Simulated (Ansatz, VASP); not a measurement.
S in VASP and in Ansatz

```
S
1.0
    -1.45419    1.45419    1.45419
     1.45419   -1.45419    1.45419
     1.45419    1.45419   -1.45419
S
1
Direct
  0.00000 0.00000 0.00000
```

Change from the starting cell: volume scaled by 0.78, LAPW.

Alike in both runs: task single point; functional PBE; k mesh 16 × 16 × 16; occupations fermi-dirac, width 0.1 eV; no spin polarisation.

|  | VASP | Ansatz |
| --- | --- | --- |
| version | VASP 6.6.1 | Ansatz 0.2.0 |
| potentials or method | VASP PAW PBE potentials, release 64 (S), cutoff 520 eV | all-electron LAPW, scalar-relativistic |

```csv
,VASP,Ansatz,Ansatz less VASP
pressure (GPa),33.6,34.2,+0.54
```

Both programs put the cell under a high pressure, so it lies far from rest at this level. Ansatz ran all-electron here, and VASP with PAW potentials.
